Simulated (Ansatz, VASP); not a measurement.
AlN in VASP and in Ansatz

Contents of INCAR:

```
SYSTEM = AlN
PREC     = Accurate       ! precision mode
ENCUT    = 520            ! plane-wave cutoff, eV
EDIFF    = 1E-7           ! SCF threshold, eV
ISMEAR   = 0              ! smearing method
SIGMA    = 0.05           ! smearing width, eV
LREAL    = .FALSE.        ! projectors in reciprocal space
LASPH    = .TRUE.         ! aspherical terms in the spheres
NELM     = 100            ! most SCF steps
ALGO     = Normal         ! electronic algorithm
ISIF     = 2              ! what is computed and relaxed
LWAVE    = .FALSE.        ! write WAVECAR
LCHARG   = .TRUE.         ! write CHGCAR
LELF     = .TRUE.         ! ELF
LVHAR    = .TRUE.       
NBANDS   = 11             ! bands
```

Contents of KPOINTS:

```
Automatic mesh
0
G
  10 10 10
  0 0 0
```

File POSCAR:

```
AlN
1.0
    0.0000000000      2.0853809500      2.0853809500
    2.0853809500      0.0000000000      2.0853809500
    2.0853809500      2.0853809500      0.0000000000
Al N
1 1
Direct
    0.5000000000      0.5000000000      0.5000000000
    0.0000000000      0.0000000000      0.0000000000
```

Input for Ansatz:

```yaml
crystal:
  lattice:
    - [0.0, 2.08538095, 2.08538095]
    - [2.08538095, 0.0, 2.08538095]
    - [2.08538095, 2.08538095, 0.0]
  atoms:
    - { symbol: Al, position: [0.5, 0.5, 0.5] }
    - { symbol: "N", position: [0.0, 0.0, 0.0] }
basis:
  ecutwfc: 420
kpoints:
  mp_grid: { grid: [10, 10, 10] }
hamiltonian:
  xc: lda
scf:
  occupations: { method: gaussian, width: 0.05 }
output:
  forces: true
  stress: true
  eigenvalues: true
```

Change from the starting cell: strain +0.025 along x and y, +0.025 along z, atoms carried along.

Alike in both runs: task single point; functional LDA; k mesh 10 × 10 × 10; occupations gaussian, width 0.05 eV; no spin polarisation.

```csv
,VASP,Ansatz
version,VASP 6.6.1,Ansatz 0.2.0
potentials or method,"VASP PAW LDA potentials, release 64 (Al, N), cutoff 520 eV","scalar-relativistic, plane waves, PAW"
valence electrons in the cell,8,8
```

Ansatz gave:

| Quantity | Value |
| --- | --- |
| gap on the k mesh at the Fermi level (eV) | 3.62 |
| least direct gap on the mesh (eV) | 4.47 |
| pressure (GPa) | -25.7 |

Task: Which values does VASP return?

Result: gap on the k mesh at the Fermi level (eV): 3.61; least direct gap on the mesh (eV): 4.49; pressure (GPa): -25.3.

LDA's correlation is that of Perdew and Zunger in VASP and of Perdew and Wang (1992) in Ansatz.
